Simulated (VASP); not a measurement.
A run of VASP 6.6.1 is set up as follows.

Contents of INCAR:

```
ALGO     = Normal         # electronic algorithm
EDIFF    = 1E-6           # SCF threshold, eV
ENCUT    = 500            # plane-wave cutoff, eV
GGA      = PE             # functional
GGA_COMPAT= False        
ISIF     = 2              # what is computed and relaxed
ISMEAR   = 0              # smearing method
LASPH    = True           # aspherical terms in the spheres
LCHARG   = True           # write CHGCAR
LELF     = True           # ELF
LMAXMIX  = 6              # l up to which the mixer works
LREAL    = False          # projectors in reciprocal space
LVHAR    = True         
LWAVE    = False          # write WAVECAR
NBANDS   = 60             # bands
NELM     = 200            # most SCF steps
PREC     = Accurate       # precision mode
SIGMA    = 0.2            # smearing width, eV
```

The input KPOINTS:

```
k-points
0
Gamma
  6 6 1
```

The input POSCAR:

```
PrAl3Mo2
1.0
    3.3742802979      0.0000000000      0.0000000000
    0.0000000000      3.3742802979      0.0000000000
    0.0000000000      0.0000000000     19.9137639974
Pr Al Mo
2 6 4
Direct
    0.0000000000      0.0000000000      0.5000000000
    0.0000000000      0.0000000000      0.0000000000
    0.5000000000      0.5000000000      0.1157443215
    0.5000000000      0.5000000000      0.6157443215
    0.5000000000      0.5000000000      0.2500000000
    0.5000000000      0.5000000000      0.7500000000
    0.5000000000      0.5000000000      0.3842556785
    0.5000000000      0.5000000000      0.8842556785
    0.0000000000      0.0000000000      0.1873344088
    0.0000000000      0.0000000000      0.6873344088
    0.0000000000      0.0000000000      0.3126655912
    0.0000000000      0.0000000000      0.8126655912
```

Potentials or basis: VASP PAW PBE potentials, release 64 (Pr_3, Al, Mo_sv), 4f in core.

The run is started by

```bash
$ cat potpaw_PBE.64/Pr_3/POTCAR potpaw_PBE.64/Al/POTCAR potpaw_PBE.64/Mo_sv/POTCAR > POTCAR
$ mpirun -np 1 vasp_std > vasp.out
```

**Question.** Estimate the pressure.

**Answer.** 0.1 GPa.

**Question.** What does it give for the largest force?

**Answer.** 0.139 eV/Å.

**Question.** What does it give for the band gap on the k mesh?

**Answer.** Zero (bands 48 and 49 overlap by 1.40 eV).

Stress tensor (GPa, compression positive):
```
0.05 0.00 0.00
0.00 0.05 0.00
0.00 0.00 0.33
```

Caveat: spin-orbit coupling is left out, which moves the levels of the heavy elements; the 4f electrons are frozen in the core, so they carry no moment and show no levels. Spin polarisation is off, so any magnetic state and its effect on volume and gap are missing.
